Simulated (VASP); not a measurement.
# ZnSi2N2 (P-3m1) in VASP: further runs

The runs below take ZnSi2N2 through single point, relaxation of cell and atoms, with PBE.

Everything below comes from runs of VASP 6.6.1. Logs are shortened: lines on timing, memory, paths and dates and some standing lists are left out, and cuts for length are marked.

## Step 1: The cell of the first run

Symmetry: P-3m1, No. 164, trigonal system. Conventional cell: a = 2.870 Å, b = 2.870 Å, c = 9.396 Å, α = 90.00°, β = 90.00°, γ = 120.00°. Within 3.7 Å of Zn (site symmetry -3m) lie 6 Si at 2.83 Å and 6 Zn at 2.87 Å and 6 N at 3.34 Å. Si (site symmetry 3m) has 3 N at 1.76 Å within 2.3 Å. Within 2.3 Å of N (site symmetry 3m) lie 3 Si at 1.76 Å.

The cell was generated, and may not be a known phase.

## Step 2: Single point, PBE

Contents of INCAR:

```
SYSTEM = ZnSi2N2
ALGO = Fast
EDIFF = 1E-7
ENCUT = 520
GGA = PE
ISIF = 2
ISMEAR = 0
LASPH = .True.
LCHARG = .False.
LREAL = .False.
LWAVE = .False.
NBANDS = 23
NELM = 60
PREC = Accurate
SIGMA = 0.1
```

Contents of KPOINTS:

```
k-points
0
Gamma
  6 6 4
  0 0 0
```

Contents of POSCAR:

```
ZnSi2N2
1.0
    2.8695022681      0.0000000000      0.0000000000
   -1.4347511340      2.4850618604      0.0000000000
    0.0000000000      0.0000000000      9.3959642321
Zn Si N
1 2 2
Direct
    0.0000000000      0.0000000000      0.0000000000
    0.3333333333      0.6666666667      0.7553053035
    0.6666666667      0.3333333333      0.2446946965
    0.3333333333      0.6666666667      0.3092234856
    0.6666666667      0.3333333333      0.6907765144
```

Potentials or basis: VASP PAW PBE potentials, release 64 (Zn, Si, N).

The run is started by

```console
$ cat potpaw_PBE.64/Zn/POTCAR potpaw_PBE.64/Si/POTCAR potpaw_PBE.64/N/POTCAR > POTCAR
$ mpirun -np 1 vasp_std > vasp.out
```

OUTCAR:

```text
SYSTEM = ZnSi2N2
   EDIFF = 1E-7
   ENCUT = 520
   GGA = PE
   ISIF = 2
   ISMEAR = 0
   LASPH = .True.
   LREAL = .False.
   NELM = 60
   PREC = Accurate

 ion  position               nearest neighbor table
   1  0.000  0.000  0.000-   2 2.83   3 2.83   2 2.83   3 2.83   3 2.83   2 2.83
   2  0.333  0.667  0.755-   5 1.76   5 1.76   5 1.76   1 2.83   1 2.83   1 2.83
   3  0.667  0.333  0.245-   4 1.76   4 1.76   4 1.76   1 2.83   1 2.83   1 2.83
   4  0.333  0.667  0.309-   3 1.76   3 1.76   3 1.76
   5  0.667  0.333  0.691-   2 1.76   2 1.76   2 1.76

  LATTYP: Found a hexagonal cell.
 ALAT       =     2.8695022681
 C/A-ratio  =     3.2744230024

  Lattice vectors:

 A1 = (   2.8695022681,   0.0000000000,   0.0000000000)
 A2 = (  -1.4347511340,   2.4850618604,   0.0000000000)
 A3 = (   0.0000000000,   0.0000000000,   9.3959642321)

Analysis of symmetry for initial positions (statically):
=====================================================================
 Subroutine PRICEL returns:
 Original cell was already a primitive cell.

 Routine SETGRP: Setting up the symmetry group for a
 hexagonal supercell.

 Subroutine GETGRP returns: Found 12 space group operations
 (whereof 12 operations were pure point group operations)
 out of a pool of 24 trial point group operations.

The static configuration has the point symmetry D_3d.

Analysis of symmetry for dynamics (positions and initial velocities):
=====================================================================
 Subroutine PRICEL returns:
 Original cell was already a primitive cell.

 Routine SETGRP: Setting up the symmetry group for a
 hexagonal supercell.

 Subroutine GETGRP returns: Found 12 space group operations
 (whereof 12 operations were pure point group operations)
 out of a pool of 24 trial point group operations.

The dynamic configuration has the point symmetry D_3d.

 Subroutine INISYM returns: Found 12 space group operations
 (whereof 12 operations are pure point group operations),
 and found     1 'primitive' translations

----------------------------------------------------------------------------------------

                                     Primitive cell

  volume of cell :      67.0016

  direct lattice vectors                    reciprocal lattice vectors
     2.869502268  0.000000000  0.000000000     0.348492493  0.201202235  0.000000000
    -1.434751134  2.485061860  0.000000000     0.000000000  0.402404470  0.000000000
     0.000000000  0.000000000  9.395964232     0.000000000  0.000000000  0.106428672

  length of vectors
     2.869502268  2.869502268  9.395964232     0.402404470  0.402404470  0.106428672

  position of ions in fractional coordinates (direct lattice)
     0.000000000  0.000000000  0.000000000
     0.333333333  0.666666667  0.755305304
     0.666666667  0.333333333  0.244694696
     0.333333333  0.666666667  0.309223486
     0.666666667  0.333333333  0.690776514

  ion indices of the primitive-cell ions
   primitive index   ion index
                 1           1
                 2           2
                 3           3
                 4           4
                 5           5

----------------------------------------------------------------------------------------

 KPOINTS: k-points

Automatic generation of k-mesh.
 Grid dimensions read from file:
 generate k-points for:    6    6    4

 Generating k-lattice:

  Cartesian coordinates                     Fractional coordinates (reciprocal lattice)
     0.058082082  0.033533706  0.000000000     0.166666667  0.000000000  0.000000000
     0.000000000  0.067067412  0.000000000     0.000000000  0.166666667  0.000000000
     0.000000000  0.000000000  0.026607168     0.000000000  0.000000000  0.250000000

  Length of vectors
     0.067067412  0.067067412  0.026607168

  Shift w.r.t. Gamma in fractional coordinates (k-lattice)
     0.000000000  0.000000000  0.000000000

 Subroutine IBZKPT returns following result:
 ===========================================

 Found     24 irreducible k-points:

 Following reciprocal coordinates:
            Coordinates               Weight
  0.000000  0.000000  0.000000      1.000000
  0.166667 -0.000000  0.000000      6.000000
  0.333333 -0.000000  0.000000      6.000000
  0.500000  0.000000  0.000000      3.000000
  0.166667  0.166667  0.000000      6.000000
  0.333333  0.166667  0.000000     12.000000
[... 16 lines left out ...]
  0.333333  0.166667  0.500000     12.000000
  0.333333  0.333333  0.500000      2.000000
   k-points           NKPTS =     24   k-points in BZ     NKDIM =     24   number of bands    NBANDS=     23
   number of dos      NEDOS =    301   number of ions     NIONS =      5
   total plane-waves  NPLWV =  40320
   dimension x,y,z NGX =    24 NGY =   24 NGZ =   70
   dimension x,y,z NGXF=    48 NGYF=   48 NGZF=  140
   ions per type =               1   2   2
   NGX,Y,Z   is equivalent  to a cutoff of  13.90, 13.90, 12.39 a.u.
   NGXF,Y,Z  is equivalent  to a cutoff of  27.81, 27.81, 24.77 a.u.
 SYSTEM =  ZnSi2N2
   PREC   = accura    normal or accurate (medium, high low for compatibility)
   ISTART =      0    job   : 0-new  1-cont  2-samecut
   ICHARG =      2    charge: 1-file 2-atom 10-const
   ISPIN  =      1    spin polarized calculation?
   LNONCOLLINEAR =      F non collinear calculations
   LSORBIT =      F    spin-orbit coupling
   LASPH  =      T    aspherical Exc in radial PAW
   ENCUT  =  520.0 eV  38.22 Ry    6.18 a.u.   5.34  5.34 17.47*2*pi/ulx,y,z
   NELM   =     60;   NELMIN=  2; NELMDL= -5     # of ELM steps
   EDIFF  = 0.1E-06   stopping-criterion for ELM
   LREAL  =      F    real-space projection
   EDIFFG = 0.1E-05   stopping-criterion for IOM
   NSW    =      0    number of steps for IOM
   IBRION =     -1    ionic relax: 0-MD 1-quasi-New 2-CG
   NFREE  =      0    steps in history (QN), initial steepest desc. (CG)
   ISIF   =      2    stress and relaxation
   ISYM   =      2    0-nonsym 1-usesym 2-fastsym
   POTIM  = 0.5000    time-step for ionic-motion
   TEBEG  =    0.0;   TEEND  =   0.0 temperature during run
   PSTRESS=    0.0 pullay stress
   NELECT =      30.0000    total number of electrons
   NUPDOWN=      -1.0000    fix difference up-down
   EMIN   =  10.00;   EMAX   =-10.00  energy-range for DOS
   EFERMI =   0.00;   METHOD = LEGACY
   ISMEAR =     0;   SIGMA  =   0.10  broadening in eV -4-tet -1-fermi 0-gaus
   EFERMI_NEDOS =   21; number of points for ismear=-14 and -15
   IALGO  =     68    algorithm
   IMIX   =      4    mixing-type and parameters
     AMIX     =   0.40;   BMIX     =  1.00
     AMIX_MAG =   1.60;   BMIX_MAG =  1.00
  volume/ion in A,a.u.               =      13.40        90.43
  Fermi-wavevector in a.u.,A,eV,Ry     =   1.252430  2.366750 21.341846  1.568581
  Thomas-Fermi vector in A             =   2.386331
   LORBIT       =      0    0 simple, 1 ext, 2 COOP (PROOUT), +10 PAW based schemes
   GGA     = PE    functional components
   LHFCALC =     F    Hartree Fock is set to
   AEXX    =    0.0000 exact exchange contribution
   IVDW    =     0    specifies the selected vdW correction
   LEPSILON=     F    determine dielectric tensor
   LRPA    =     F    only Hartree local field effects (RPA)
 non-spin polarized calculation
 RMM-DIIS sequential band-by-band and
 Gauss-broadening in eV      SIGMA  =   0.10
  energy-cutoff  :      520.00
  volume of cell :       67.00
 maximum number of plane-waves:      1823
 NGX is ok and might be reduce to    24
   NGX = 11   NGY = 11   NGZ = 35

 number of electron      30.0000018 magnetization

 Free energy of the ion-electron system (eV)
  ---------------------------------------------------
  ext. energy  EPLUGINS =         0.00000000
  ---------------------------------------------------
  free energy    TOTEN  =       -30.31221386 eV

  energy without entropy =      -30.30497768  energy(sigma->0) =      -30.30859577

 E-fermi :   5.0803     XC(G=0): -10.2386

 val. band max:        5.0307659679   @ k =   0.1667   0.1667   0.2500
 cond. band min:       5.1244106900   @ k =   0.1667   0.1667   0.0000
 fundamental gap:      0.0936447221
 Fermi energy:         5.0803349204

 k-point     1 :       0.0000    0.0000    0.0000
  band No.  band energies     occupation
      1     -13.3114      2.00000
      2     -13.2638      2.00000
      3      -4.0035      2.00000
      4      -2.1642      2.00000
      5      -2.0704      2.00000
      6      -1.7680      2.00000
[... 15 lines left out ...]
     22      13.1627      0.00000
     23      13.1627      0.00000

 k-point     2 :       0.1667   -0.0000    0.0000
  band No.  band energies     occupation
      1     -12.8649      2.00000
      2     -12.8212      2.00000
      3      -3.4365      2.00000
      4      -2.0909      2.00000
      5      -2.0529      2.00000
      6      -1.8045      2.00000
[... 15 lines left out ...]
     22      13.6700      0.00000
     23      13.9802      0.00000

 k-point     3 :       0.3333   -0.0000    0.0000
  band No.  band energies     occupation
      1     -11.7130      2.00000
      2     -11.6825      2.00000
      3      -3.4710      2.00000
      4      -3.2802      2.00000
      5      -2.1432      2.00000
      6      -2.0500      2.00000
[... 15 lines left out ...]
     22      13.7693      0.00000
     23      14.5183      0.00000
[... 495 lines left out ...]
 k-point    23 :       0.3333    0.1667    0.5000
  band No.  band energies     occupation
      1     -10.9296      2.00000
      2     -10.9188      2.00000
      3      -4.1500      2.00000
      4      -4.0754      2.00000
      5      -2.1005      2.00000
      6      -2.0115      2.00000
[... 15 lines left out ...]
     22      13.3604      0.00000
     23      14.2505      0.00000

 k-point    24 :       0.3333    0.3333    0.5000
  band No.  band energies     occupation
      1     -10.4808      2.00000
      2     -10.4808      2.00000
      3      -3.7150      2.00000
      4      -3.7150      2.00000
      5      -2.9664      2.00000
      6      -2.8262      2.00000
[... 15 lines left out ...]
     22      13.6431      0.00000
     23      15.0461      0.00000

------------------------ aborting loop because EDIFF is reached ----------------------------------------

  FORCE on cell =-STRESS in cart. coord.  units (eV):
  Direction    XX          YY          ZZ          XY          YZ          ZX
  --------------------------------------------------------------------------------------
  -------------------------------------------------------------------------------------
  Total       -0.0228304     -0.0228304     -0.0163030     -0.0000000      0.0000000      0.0000000
  in kB       -0.5459319     -0.5459319     -0.3898469     -0.0000000      0.0000000      0.0000000
  external PRESSURE =      -0.4939036 kB  Pullay stress =       0.0000000 kB

 VOLUME and BASIS-vectors are now :
 -----------------------------------------------------------------------------
  energy-cutoff  :      520.00
  volume of cell :       67.00
      direct lattice vectors                 reciprocal lattice vectors
     2.869502268  0.000000000  0.000000000     0.348492493  0.201202235  0.000000000
    -1.434751134  2.485061860  0.000000000     0.000000000  0.402404470  0.000000000
     0.000000000  0.000000000  9.395964232     0.000000000  0.000000000  0.106428672

 POSITION                                       TOTAL-FORCE (eV/Angst)
 -----------------------------------------------------------------------------------
      0.00000      0.00000      0.00000        -0.000000      0.000000      0.000000
     -0.00000      1.65671      7.09682         0.000000      0.000000     -0.042398
      1.43475      0.82835      2.29914        -0.000000      0.000000      0.042398
     -0.00000      1.65671      2.90545        -0.000000      0.000000     -0.043452
      1.43475      0.82835      6.49051         0.000000     -0.000000      0.043452
 -----------------------------------------------------------------------------------
    total drift:                                0.000000     -0.000000      0.000000

  FREE ENERGIE OF THE ION-ELECTRON SYSTEM (eV)
  ---------------------------------------------------
  free  energy   TOTEN  =       -30.3122138630 eV

  energy  without entropy=      -30.3049776771  energy(sigma->0) =      -30.30859577
```

It took 71 s on 1 thread of Oxide Virtual Turin-like, shared host; peak memory 0.17 GiB.

Results:

| Quantity | Value |
| --- | --- |
| Free energy | -30.3122 eV |
| Pressure | 0.0 GPa |
| Largest force | 0.043 eV/Å |
| Band gap on the k mesh | zero (bands 15 and 16 overlap by 0.21 eV) |

Forces in eV/Å, atoms in the order of the input:
```
Zn   0.000  0.000  0.000
Si   0.000  0.000 -0.042
Si   0.000  0.000  0.042
N    0.000  0.000 -0.043
N    0.000  0.000  0.043
```

Caveat: the k points lie up to 0.42 Å⁻¹ apart.

## Step 3: Single point, PBE

This run uses another cell than the first one, of 15.79 Å³/atom.

Contents of INCAR:

```
SYSTEM = ZnSi2N2
ALGO     = Fast           ! electronic algorithm
EDIFF    = 1E-6           ! SCF threshold, eV
ENCUT    = 520            ! plane-wave cutoff, eV
GGA      = PE             ! functional
ISIF     = 2              ! what is computed and relaxed
ISMEAR   = 0              ! smearing method
LASPH    = .True.         ! aspherical terms in the spheres
LCHARG   = .True.         ! write CHGCAR
LELF     = .True.         ! ELF
LREAL    = .False.        ! projectors in reciprocal space
LVHAR    = .True.       
LWAVE    = .False.        ! write WAVECAR
NBANDS   = 23             ! bands
NELM     = 100            ! most SCF steps
PREC     = Accurate       ! precision mode
SIGMA    = 0.1            ! smearing width, eV
```

KPOINTS is that of step 2.

Contents of POSCAR:

```
ZnSi2N2
1.0
    3.8124870800      0.0000000000      0.0000000000
   -1.9062435400      3.3017106700      0.0000000000
    0.0000000000      0.0000000000      6.2718029200
Zn Si N
1 2 2
Direct
    0.0000000000      0.0000000000      0.0000000000
    0.3333333300      0.6666666700      0.6200000000
    0.6666666700      0.3333333300      0.3800000000
    0.3333333300      0.6666666700      0.2599999900
    0.6666666700      0.3333333300      0.7400000100
```

Potentials or basis: VASP PAW PBE potentials, release 64 (Zn, Si, N).

The run is started by

```console
$ cat potpaw_PBE.64/Zn/POTCAR potpaw_PBE.64/Si/POTCAR potpaw_PBE.64/N/POTCAR > POTCAR
$ mpirun -np 1 vasp_std > vasp.out
```

OUTCAR:

```text
SYSTEM = ZnSi2N2
   EDIFF = 1E-6
   ENCUT = 520
   GGA = PE
   ISIF = 2
   ISMEAR = 0
   LASPH = .True.
   LREAL = .False.
   NELM = 100
   PREC = Accurate

 ion  position               nearest neighbor table
   1  0.000  0.000  0.000-
   2  0.333  0.667  0.620-   4 2.26   5 2.33   5 2.33   5 2.33   3 2.67   3 2.67   3 2.67
   3  0.667  0.333  0.380-   5 2.26   4 2.33   4 2.33   4 2.33   2 2.67   2 2.67   2 2.67
   4  0.333  0.667  0.260-   2 2.26   3 2.33   3 2.33   3 2.33
   5  0.667  0.333  0.740-   3 2.26   2 2.33   2 2.33   2 2.33

  LATTYP: Found a hexagonal cell.
 ALAT       =     3.8124870800
[... 824 lines left out ...]
  -------------------------------------------------------------------------------------
  Total       -5.8249988     -5.8249988     -8.1840148     -0.0000000      0.0000000      0.0000000
  in kB     -118.2133772   -118.2133777   -166.0875940     -0.0000000      0.0000000      0.0000000
  external PRESSURE =    -134.1714496 kB  Pullay stress =       0.0000000 kB

 VOLUME and BASIS-vectors are now :
 -----------------------------------------------------------------------------
  energy-cutoff  :      520.00
  volume of cell :       78.95
      direct lattice vectors                 reciprocal lattice vectors
     3.812487080  0.000000000  0.000000000     0.262295971  0.151436649  0.000000000
    -1.906243540  3.301710670  0.000000000     0.000000000  0.302873298  0.000000000
     0.000000000  0.000000000  6.271802920     0.000000000  0.000000000  0.159443786

 POSITION                                       TOTAL-FORCE (eV/Angst)
 -----------------------------------------------------------------------------------
      0.00000      0.00000      0.00000         0.000000      0.000000      0.000000
     -0.00000      2.20114      3.88852        -0.000000      0.000000      1.073454
      1.90624      1.10057      2.38329         0.000000      0.000000     -1.073454
     -0.00000      2.20114      1.63067        -0.000000      0.000000      1.979050
      1.90624      1.10057      4.64113         0.000000      0.000000     -1.979050
 -----------------------------------------------------------------------------------
    total drift:                                0.000000      0.000000      0.000000

  FREE ENERGIE OF THE ION-ELECTRON SYSTEM (eV)
  ---------------------------------------------------
  free  energy   TOTEN  =       -22.5952375606 eV

  energy  without entropy=      -22.5815213492  energy(sigma->0) =      -22.58837945
```

OSZICAR:

```text
N       E                     dE             d eps       ncg     rms          rms(c)
DAV:   1     0.173272377628E+03    0.17327E+03   -0.13680E+04  1104   0.135E+03
DAV:   2    -0.444309052109E+01   -0.17772E+03   -0.16331E+03  1223   0.305E+02
DAV:   3    -0.244493039908E+02   -0.20006E+02   -0.19177E+02  1378   0.929E+01
DAV:   4    -0.250437856825E+02   -0.59448E+00   -0.59286E+00  1258   0.175E+01
DAV:   5    -0.250537718199E+02   -0.99861E-02   -0.99799E-02  1475   0.213E+00    0.961E+00
RMM:   6    -0.235982666781E+02    0.14555E+01   -0.87816E+00  1197   0.148E+01    0.727E+00
RMM:   7    -0.226469214117E+02    0.95135E+00   -0.11949E+00  1133   0.883E+00    0.262E+00
RMM:   8    -0.226109821287E+02    0.35939E-01   -0.29860E-01  1233   0.305E+00    0.874E-01
RMM:   9    -0.225949221524E+02    0.16060E-01   -0.30648E-02  1367   0.151E+00    0.169E-01
RMM:  10    -0.225951018394E+02   -0.17969E-03   -0.61612E-03  1470   0.602E-01    0.128E-01
RMM:  11    -0.225952134705E+02   -0.11163E-03   -0.98568E-04  1413   0.238E-01    0.370E-02
RMM:  12    -0.225952524356E+02   -0.38965E-04   -0.27801E-04  1464   0.112E-01    0.327E-02
RMM:  13    -0.225952373101E+02    0.15125E-04   -0.67719E-05  1368   0.594E-02    0.109E-02
RMM:  14    -0.225952388085E+02   -0.14984E-05   -0.19669E-05  1404   0.378E-02    0.117E-02
RMM:  15    -0.225952374634E+02    0.13450E-05   -0.79588E-06  1202   0.233E-02    0.358E-03
RMM:  16    -0.225952375606E+02   -0.97212E-07   -0.23671E-06   842   0.104E-02
   1 F= -.22595238E+02 E0= -.22588379E+02  d E =-.137162E-01
```

stdout:

```text
POSCAR found type information on POSCAR ZnSiN
 POSCAR found :  3 types and       5 ions
 scaLAPACK will be used
 LDA part: xc-table for (Slater+PW92), standard interpolation
 POSCAR, INCAR and KPOINTS ok, starting setup
 FFT: planning ... GRIDC
 FFT: planning ... GRID_SOFT
 FFT: planning ... GRID
 WAVECAR not read
 entering main loop
```

Wall time 46 s (1 thread of Oxide Virtual Turin-like, shared host); peak memory 0.17 GiB.

What came out:

| Property | Result |
| --- | --- |
| Free energy | -22.5952 eV |
| Pressure | -13.4 GPa |
| Largest force | 1.979 eV/Å |
| Band gap on the k mesh | zero (bands 15 and 16 overlap by 1.20 eV) |

Forces in eV/Å, atoms in the order of the input:
```
Zn   0.000  0.000  0.000
Si   0.000  0.000  1.073
Si   0.000  0.000 -1.073
N    0.000  0.000  1.979
N    0.000  0.000 -1.979
```

Stress tensor (GPa, compression positive):
```
-11.82   0.00   0.00
  0.00 -11.82   0.00
  0.00   0.00 -16.61
```

Caveat: the cell stands under tension; forces of over 1 eV/Å act on the atoms, so gaps and moduli don't describe the material at rest.

(Part 1 of 2 ends here.)

The gap in the log of VASP goes by the Fermi energy; the results here count the filled bands.